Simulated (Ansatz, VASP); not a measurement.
## One calculation of HfO2, two programs

The input INCAR:

```
SYSTEM = HfO2
  PREC = Accurate
  ENCUT = 520
  EDIFF = 1E-6
  ISMEAR = 0
  SIGMA = 0.05
  LREAL = .False.
  LASPH = .True.
  NELM = 60
  ALGO = Normal
  ISIF = 2
  LWAVE = .False.
  LCHARG = .False.
  GGA = PS
  NBANDS = 18
```

KPOINTS

```
regular mesh
0
Gamma
  8 8 8
  0 0 0
```

POSCAR

```
HfO2
1.0
    0.0000000000      2.5514494808      2.4633032253
    2.5514494808      0.0000000000      2.4633032253
    2.5514494808      2.5514494808      0.0000000000
Hf O
1 2
Direct
   -0.0029392237      0.0029392237      0.0029392237
    0.2663952796      0.2336047204      0.2336047204
    0.7663952796      0.7336047204      0.7336047204
```

Input for Ansatz:

```yaml
crystal:
  lattice:
    - [0.0, 2.5514494808, 2.4633032253]
    - [2.5514494808, 0.0, 2.4633032253]
    - [2.5514494808, 2.5514494808, 0.0]
  atoms:
    - { symbol: Hf, position: [-0.0029392237, 0.0029392237, 0.0029392237] }
    - { symbol: O, position: [0.2663952796, 0.2336047204, 0.2336047204] }
    - { symbol: O, position: [0.7663952796, 0.7336047204, 0.7336047204] }
basis:
  ecutwfc: 520.0
kpoints:
  mp_grid: { grid: [8, 8, 8] }
hamiltonian:
  xc: pbesol
  pseudopotentials: { kind: paw, azcp: { folder: soft_1 } }
scf:
  occupations: { method: gaussian, width: 0.05 }
output:
  forces: true
  stress: true
  eigenvalues: true
```

Change from the starting cell: mode 4 frozen in at -0.083 Å, strain +e along z and -e/2 along x and y -0.0233.

Alike in both runs: task single point; functional PBEsol; k mesh 8 × 8 × 8; occupations gaussian, width 0.05 eV; no spin polarisation.

|  | VASP | Ansatz |
| --- | --- | --- |
| version | VASP 6.6.1 | Ansatz 0.2.0 |
| potentials or method | VASP PAW PBE potentials, release 64 (Hf_pv, O), cutoff 520 eV | scalar-relativistic, plane waves, PAW |
| valence electrons in the cell | 22 | 38 |

|  | VASP | Ansatz | Ansatz less VASP |
| --- | --- | --- | --- |
| gap on the k mesh at the Fermi level (eV) | 3.41 | 3.41 | -0.008 |
| least direct gap on the mesh (eV) | 3.44 | 3.43 | -0.008 |
| pressure (GPa) | -2.4 | 1.3 | +3.74 |
| traceless stress, the component that is largest in VASP (GPa) | 11.04 | 10.86 | -0.186 |
| rms of the force components (eV/Å) | 0.229 | 0.238 | +0.0092 |

VASP's potentials were made for PBE, not for PBEsol, and Ansatz warns of the same on its side. Atom by atom the forces differ by 0.009 eV/Å (rms over components). The functional is the same, so the differences come from potentials, cutoffs and numerics. VASP's potentials hold 22 valence electrons a cell and Ansatz's 38, so a difference there can come from the potentials and not from the codes.

Neither program's run includes spin-orbit coupling.
